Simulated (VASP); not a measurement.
# Fe in VASP: single point with PBEsol

Aim: the single point of Fe with PBEsol.

Program: VASP 6.6.1. These are calculated values, not measurements. Logs are shortened: lines on timing, memory, paths and dates and some standing lists are left out, and cuts for length are marked.

### 1 The cell of the first run

The cell holds a slab with vacuum, 3 atoms: a = 3.943 Å, b = 3.943 Å, c = 17.610 Å, α = 90.00°, β = 90.00°, γ = 120.00°.

### 2 Single point, PBEsol, collinear spin, ferromagnetic start

File INCAR:

```
SYSTEM = Fe
PREC = Accurate ; ENCUT = 520
EDIFF = 1E-7 ; ISMEAR = -1
SIGMA = 0.08 ; LREAL = .False.
LASPH = .True. ; NELM = 150
ALGO = Normal ; ISIF = 2
LWAVE = .False. ; LCHARG = .False.
ISPIN = 2 ; MAGMOM = 2.5 2.5 2.5
LORBIT = 11 ; LMAXMIX = 4
LDIPOL = .True. ; IDIPOL = 3
DIPOL = 0.5 0.5 0.500 ; GGA = PS
NBANDS = 23 ; EFIELD = -0.1
```

File KPOINTS:

```
regular mesh
0
Gamma
  11 11 1
  0 0 0
```

File POSCAR:

```
Fe
1.0
    3.9430112925      0.0000000000      0.0000000000
   -1.9715056462      3.4147479467      0.0000000000
    0.0000000000      0.0000000000     17.6097000000
Fe
3
Direct
    0.1666666667      0.3333333333      0.4762801342
    0.5000000000      1.0000000000      0.4999999950
    0.8333333333      0.6666666667      0.5237198708
```

Potentials or basis: VASP PAW PBE potentials, release 64 (Fe).

The run is started by

```console
> cat potpaw_PBE.64/Fe/POTCAR > POTCAR
> mpirun -np 1 vasp_std > vasp.out
```

OUTCAR:

```text
SYSTEM = Fe
   PREC = Accurate
   ENCUT = 520
   EDIFF = 1E-7
   ISMEAR = -1
   LREAL = .False.
   LASPH = .True.
   NELM = 150
   ISIF = 2
   ISPIN = 2
   LORBIT = 11
   GGA = PS

 ion  position               nearest neighbor table
   1  0.167  0.333  0.476-   2 2.31   2 2.31   2 2.31   3 2.42   3 2.42   3 2.42
   2  0.500  0.000  0.500-   1 2.31   1 2.31   1 2.31   3 2.31   3 2.31   3 2.31
   3  0.833  0.667  0.524-   2 2.31   2 2.31   2 2.31   1 2.42   1 2.42   1 2.42

  LATTYP: Found a hexagonal cell.
 ALAT       =     3.9430112925
 C/A-ratio  =     4.4660536564

  Lattice vectors:

 A1 = (   3.9430112925,   0.0000000000,   0.0000000000)
 A2 = (  -1.9715056462,   3.4147479467,   0.0000000000)
 A3 = (   0.0000000000,   0.0000000000,  17.6097000000)

Analysis of symmetry for initial positions (statically):
=====================================================================
 Subroutine PRICEL returns:
 Original cell was already a primitive cell.

 Routine SETGRP: Setting up the symmetry group for a
 hexagonal supercell.

 Subroutine GETGRP returns: Found 12 space group operations
 (whereof  4 operations were pure point group operations)
 out of a pool of 24 trial point group operations.

The static configuration has the point symmetry C_2h.
 The point group associated with its full space group is D_3d.

Analysis of symmetry for dynamics (positions and initial velocities):
=====================================================================
 An external electric field (EFIELD) may reduce the allowed symmetry operations
 Subroutine PRICEL returns:
 Original cell was already a primitive cell.

 Routine SETGRP: Setting up the symmetry group for a
 hexagonal supercell.

 Subroutine GETGRP returns: Found  6 space group operations
 (whereof  2 operations were pure point group operations)
 out of a pool of 24 trial point group operations.

The dynamic configuration has the point symmetry C_1h.
 The point group associated with its full space group is C_3v.

Analysis of structural, dynamic, and magnetic symmetry:
=====================================================================
 Subroutine PRICEL returns:
 Original cell was already a primitive cell.

 Routine SETGRP: Setting up the symmetry group for a
 hexagonal supercell.

 Subroutine GETGRP returns: Found  6 space group operations
 (whereof  2 operations were pure point group operations)
 out of a pool of 24 trial point group operations.

The overall configuration has the point symmetry C_1h.
 The point group associated with its full space group is C_3v.

 Subroutine INISYM returns: Found  6 space group operations
 (whereof  2 operations are pure point group operations),
 and found     1 'primitive' translations

----------------------------------------------------------------------------------------

                                     Primitive cell

  volume of cell :     237.1039

  direct lattice vectors                    reciprocal lattice vectors
     3.943011293  0.000000000  0.000000000     0.253613273  0.146423692  0.000000000
    -1.971505646  3.414747947  0.000000000     0.000000000  0.292847383  0.000000000
     0.000000000  0.000000000 17.609700000     0.000000000  0.000000000  0.056786885

  length of vectors
     3.943011293  3.943011292 17.609700000     0.292847383  0.292847383  0.056786885

  position of ions in fractional coordinates (direct lattice)
     0.166666667  0.333333333  0.476280134
     0.500000000  0.000000000  0.499999995
     0.833333333  0.666666667  0.523719871

  ion indices of the primitive-cell ions
   primitive index   ion index
                 1           1
                 2           2
                 3           3

----------------------------------------------------------------------------------------

 KPOINTS: regular mesh

Automatic generation of k-mesh.
 Grid dimensions read from file:
 generate k-points for:   11   11    1

 Generating k-lattice:

  Cartesian coordinates                     Fractional coordinates (reciprocal lattice)
     0.023055752  0.013311245  0.000000000     0.090909091  0.000000000  0.000000000
     0.000000000  0.026622489  0.000000000     0.000000000  0.090909091  0.000000000
     0.000000000  0.000000000  0.056786885     0.000000000  0.000000000  1.000000000

  Length of vectors
     0.026622489  0.026622489  0.056786885

  Shift w.r.t. Gamma in fractional coordinates (k-lattice)
     0.000000000  0.000000000  0.000000000

 Subroutine IBZKPT returns following result:
 ===========================================

 Found     16 irreducible k-points:

 Following reciprocal coordinates:
            Coordinates               Weight
  0.000000  0.000000  0.000000      1.000000
  0.090909  0.000000  0.000000      6.000000
  0.181818 -0.000000  0.000000      6.000000
  0.272727 -0.000000  0.000000      6.000000
  0.363636  0.000000  0.000000      6.000000
  0.454545 -0.000000  0.000000      6.000000
[... 8 lines left out ...]
  0.272727  0.272727  0.000000      6.000000
  0.363636  0.272727  0.000000      6.000000
   k-points           NKPTS =     16   k-points in BZ     NKDIM =     16   number of bands    NBANDS=     23
   number of dos      NEDOS =    301   number of ions     NIONS =      3
   total plane-waves  NPLWV = 126000
   dimension x,y,z NGX =    30 NGY =   30 NGZ =  140
   dimension x,y,z NGXF=    60 NGYF=   60 NGZF=  280
   ions per type =               3
   NGX,Y,Z   is equivalent  to a cutoff of  12.65, 12.65, 13.22 a.u.
   NGXF,Y,Z  is equivalent  to a cutoff of  25.30, 25.30, 26.43 a.u.
 SYSTEM =  Fe
   PREC   = accura    normal or accurate (medium, high low for compatibility)
   ISTART =      0    job   : 0-new  1-cont  2-samecut
   ICHARG =      2    charge: 1-file 2-atom 10-const
   ISPIN  =      2    spin polarized calculation?
   LNONCOLLINEAR =      F non collinear calculations
   LSORBIT =      F    spin-orbit coupling
   LASPH  =      T    aspherical Exc in radial PAW
   ENCUT  =  520.0 eV  38.22 Ry    6.18 a.u.   7.33  7.33 32.74*2*pi/ulx,y,z
   NELM   =    150;   NELMIN=  2; NELMDL= -5     # of ELM steps
   EDIFF  = 0.1E-06   stopping-criterion for ELM
   LREAL  =      F    real-space projection
   EDIFFG = 0.1E-05   stopping-criterion for IOM
   NSW    =      0    number of steps for IOM
   IBRION =     -1    ionic relax: 0-MD 1-quasi-New 2-CG
   NFREE  =      0    steps in history (QN), initial steepest desc. (CG)
   ISIF   =      2    stress and relaxation
   ISYM   =      2    0-nonsym 1-usesym 2-fastsym
   POTIM  = 0.5000    time-step for ionic-motion
   TEBEG  =    0.0;   TEEND  =   0.0 temperature during run
   PSTRESS=    0.0 pullay stress
   NELECT =      24.0000    total number of electrons
   NUPDOWN=      -1.0000    fix difference up-down
   EMIN   =  10.00;   EMAX   =-10.00  energy-range for DOS
   EFERMI =   0.00;   METHOD = LEGACY
   ISMEAR =    -1;   SIGMA  =   0.08  broadening in eV -4-tet -1-fermi 0-gaus
   EFERMI_NEDOS =   21; number of points for ismear=-14 and -15
   IALGO  =     38    algorithm
   IMIX   =      4    mixing-type and parameters
     AMIX     =   0.40;   BMIX     =  1.00
     AMIX_MAG =   1.60;   BMIX_MAG =  1.00
  volume/ion in A,a.u.               =      79.03       533.35
  Fermi-wavevector in a.u.,A,eV,Ry     =   0.762955  1.441776  7.919960  0.582101
  Thomas-Fermi vector in A             =   1.862531
   LORBIT       =     11    0 simple, 1 ext, 2 COOP (PROOUT), +10 PAW based schemes
   GGA     = PS    functional components
   LHFCALC =     F    Hartree Fock is set to
   AEXX    =    0.0000 exact exchange contribution
   IVDW    =     0    specifies the selected vdW correction
   LEPSILON=     F    determine dielectric tensor
   LRPA    =     F    only Hartree local field effects (RPA)
 spin polarized calculation
  energy-cutoff  :      520.00
  volume of cell :      237.10
 maximum number of plane-waves:      6413
 NGX is ok and might be reduce to    30
   NGX = 15   NGY = 15   NGZ = 65

 number of electron      23.9999984 magnetization       7.2825613

 dipolmoment           0.000000      0.000000     -0.027542 electrons x Angstroem

 Free energy of the ion-electron system (eV)
  ---------------------------------------------------
  ext. energy  EPLUGINS =         0.00000000
  ---------------------------------------------------
  free energy    TOTEN  =       -21.82338871 eV

  energy without entropy =      -21.75679266  energy(sigma->0) =      -21.79009068

 E-fermi :  -3.1384     XC(G=0):  -2.9400

 val. band max:       -3.1594633797   @ k =   0.1818  -0.0000   0.0000
 cond. band min:      -3.1167449159   @ k =   0.2727   0.1818   0.0000
 fundamental gap:      0.0427184638
 Fermi energy:        -3.1384079554

 spin component 1

 k-point     1 :       0.0000    0.0000    0.0000
  band No.  band energies     occupation
      1      -9.3364      1.00000
      2      -6.7523      1.00000
      3      -6.7523      1.00000
      4      -6.2346      1.00000
      5      -6.2346      1.00000
      6      -5.6503      1.00000
[... 15 lines left out ...]
     22       3.9224      0.00000
     23       5.6082      0.00000

 k-point     2 :       0.0909    0.0000    0.0000
  band No.  band energies     occupation
      1      -9.2212      1.00000
      2      -6.8170      1.00000
      3      -6.7772      1.00000
      4      -6.2367      1.00000
      5      -6.1581      1.00000
      6      -5.7988      1.00000
[... 15 lines left out ...]
     22       3.9527      0.00000
     23       4.0211      0.00000
[... 336 lines left out ...]
     22       3.8218      0.00000
     23       4.5694      0.00000

 k-point    16 :       0.3636    0.2727    0.0000
  band No.  band energies     occupation
      1      -7.2966      1.00000
      2      -7.2187      1.00000
      3      -7.1428      1.00000
      4      -6.4302      1.00000
      5      -6.4134      1.00000
      6      -5.8406      1.00000
[... 15 lines left out ...]
     22       4.6777      0.00000
     23       4.7900      0.00000
 Fermi energy:        -3.1384079554

 spin component 2

 k-point     1 :       0.0000    0.0000    0.0000
  band No.  band energies     occupation
      1      -8.7857      1.00000
      2      -4.9873      1.00000
      3      -4.9873      1.00000
      4      -4.3324      1.00000
      5      -4.3324      1.00000
      6      -3.9693      0.99997
[... 15 lines left out ...]
     22       4.1383      0.00000
     23       6.5750      0.00000

 k-point     2 :       0.0909    0.0000    0.0000
  band No.  band energies     occupation
      1      -8.6659      1.00000
      2      -5.0788      1.00000
      3      -5.0046      1.00000
      4      -4.3507      1.00000
      5      -4.2515      1.00000
      6      -4.1158      1.00000
[... 15 lines left out ...]
     22       4.2287      0.00000
     23       4.9522      0.00000
[... 336 lines left out ...]
     22       3.9263      0.00000
     23       4.6482      0.00000

 k-point    16 :       0.3636    0.2727    0.0000
  band No.  band energies     occupation
      1      -5.9400      1.00000
      2      -5.9274      1.00000
      3      -5.6594      1.00000
      4      -4.5358      1.00000
      5      -4.4882      1.00000
      6      -3.7899      0.99971
[... 15 lines left out ...]
     22       4.7430      0.00000
     23       4.8791      0.00000

------------------------ aborting loop because EDIFF is reached ----------------------------------------

 vacuum level on the upper side and lower side of the slab       (xc-potential included)         0.677        -0.674

  FORCE on cell =-STRESS in cart. coord.  units (eV):
  Direction    XX          YY          ZZ          XY          YZ          ZX
  --------------------------------------------------------------------------------------
  -------------------------------------------------------------------------------------
  Total       -0.3679813     -0.3679813      0.0209661     -0.0000000      0.0000000     -0.0000000
  in kB       -2.4865528     -2.4865528      0.1416741     -0.0000000      0.0000000     -0.0000000
  external PRESSURE =      -1.6104772 kB  Pullay stress =       0.0000000 kB

 VOLUME and BASIS-vectors are now :
 -----------------------------------------------------------------------------
  energy-cutoff  :      520.00
  volume of cell :      237.10
      direct lattice vectors                 reciprocal lattice vectors
     3.943011293  0.000000000  0.000000000     0.253613273  0.146423692  0.000000000
    -1.971505646  3.414747947  0.000000000     0.000000000  0.292847383  0.000000000
     0.000000000  0.000000000 17.609700000     0.000000000  0.000000000  0.056786885

 POSITION                                       TOTAL-FORCE (eV/Angst)
 -----------------------------------------------------------------------------------
      0.00000      1.13825      8.38715        -0.000000      0.000000     -0.027820
      1.97151      0.00000      8.80485        -0.000000     -0.000000     -0.002197
      1.97151      2.27650      9.22255         0.000000      0.000000      0.030017
 -----------------------------------------------------------------------------------
    total drift:                               -0.000000      0.000000      0.000007

  FREE ENERGIE OF THE ION-ELECTRON SYSTEM (eV)
  ---------------------------------------------------
  free  energy   TOTEN  =       -21.8233887136 eV

  energy  without entropy=      -21.7567926551  energy(sigma->0) =      -21.79009068

 vacuum level on the upper side and lower side of the slab         2.242         0.898

 total charge

# of ion       s       p       d       tot
------------------------------------------
    1        0.529   0.389   6.250   7.167
    2        0.549   0.441   6.316   7.307
    3        0.528   0.388   6.249   7.165
--------------------------------------------------
tot          1.606   1.218  18.815  21.639

 magnetization (x)

# of ion       s       p       d       tot
------------------------------------------
    1        0.019  -0.012   2.475   2.482
    2        0.010   0.012   2.090   2.112
    3        0.019  -0.012   2.479   2.487
--------------------------------------------------
tot          0.048  -0.011   7.044   7.081
```

Run time: 4.2 min. Hardware: 1 thread of Intel Xeon 6975P-C (Granite Rapids), shared host; peak memory 0.48 GiB.

Results:

* Free energy: -21.8234 eV
* Largest force: 0.030 eV/Å
* Net moment: 7.28 μB per cell
* Site moments: Fe +2.48, +2.11, +2.49 μB
* Valence electrons inside the program's atomic spheres: Fe 7.17, 7.31 (each value once)

Forces on the atoms (eV/Å):
```
Fe   0.000  0.000 -0.028
Fe   0.000  0.000 -0.002
Fe   0.000  0.000  0.030
```

Levels at points of the mesh, in eV from the Fermi level:
Spin up:
```tsv
k point	band 13	band 14	band 15	band 16	band 17	band 18	band 19	band 20
(0.00, 0.00, 0.00)	-1.08	-1.08	-0.71	-0.71	-0.22	3.96	4.79	5.15
```
Spin down:
| k point | band 4 | band 5 | band 6 | band 7 | band 8 | band 9 | band 10 | band 11 | band 12 | band 13 |
| --- | --- | --- | --- | --- | --- | --- | --- | --- | --- | --- |
| (0.00, 0.00, 0.00) | -1.19 | -1.19 | -0.83 | -0.65 | -0.65 | -0.32 | 0.90 | 0.90 | 1.16 | 1.16 |

Caveat: the PAW data sets were made with another functional, which shifts forces and pressure a little.
